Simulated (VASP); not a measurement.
Runs of VASP 6.6.1 on PbSe. The structure is that of space group Fm-3m (No. 225), or close to it. The cells are those of the table. 

```tsv
level	cell	cutoff (eV)	smearing	gap on the mesh (eV)	pressure (GPa)
PBE	a = 4.339 Å, angles 60.4°, 2 atoms	500	fermi-dirac 0.02 eV	(c)	1.4
r2SCAN	a = 4.339 Å, angles 60.4°, 2 atoms	550	gaussian 0.01 eV	0.57	0.6
PBE	a = 4.368, b = 4.346, c = 4.346 Å, angles 60.3, 59.8, 59.8°, 2 atoms	500	fermi-dirac 0.02 eV	0.35	1.5
r2SCAN	a = 4.369, b = 4.369, c = 4.477 Å, angles 59.2, 59.2, 58.3°, 2 atoms	550	fermi-dirac 0.02 eV	0.42	0.0
PBE	a = 4.369, b = 4.369, c = 4.477 Å, angles 59.2, 59.2, 58.3°, 2 atoms	500	fermi-dirac 0.02 eV	0.15	0.9
PBE	a = 4.379, b = 4.379, c = 4.368 Å, angles 60.1, 60.1, 59.8°, 2 atoms	500	fermi-dirac 0.02 eV	0.39	0.7
r2SCAN	a = 4.368, b = 4.346, c = 4.346 Å, angles 60.3, 59.8, 59.8°, 2 atoms	550	gaussian 0.01 eV	0.63	0.6
r2SCAN	a = 4.379, b = 4.379, c = 4.368 Å, angles 60.1, 60.1, 59.8°, 2 atoms	550	gaussian 0.01 eV	0.69	(b)
PBE	a = 4.368 Å, angles 60.0°, 2 atoms	500	fermi-dirac 0.02 eV	(a)	0.9
r2SCAN	a = 4.368 Å, angles 60.0°, 2 atoms	550	gaussian 0.01 eV	0.67	0.0
```

Alike in all rows: task single point; potentials or basis VASP PAW PBE potentials, release 64 (Pb_d, Se); no spin polarisation; k mesh 8 × 8 × 8.

Task: Fill in the values left out.

Result: (a) 0.38; (b) -0.2; (c) 0.29.

Caveats: spin-orbit coupling is left out, which moves the levels of the heavy elements; the PAW data sets were made with another functional, which shifts forces and pressure a little (some runs).

A k mesh can miss the band edges, and the runs leave out spin-orbit coupling on Pb, Se.
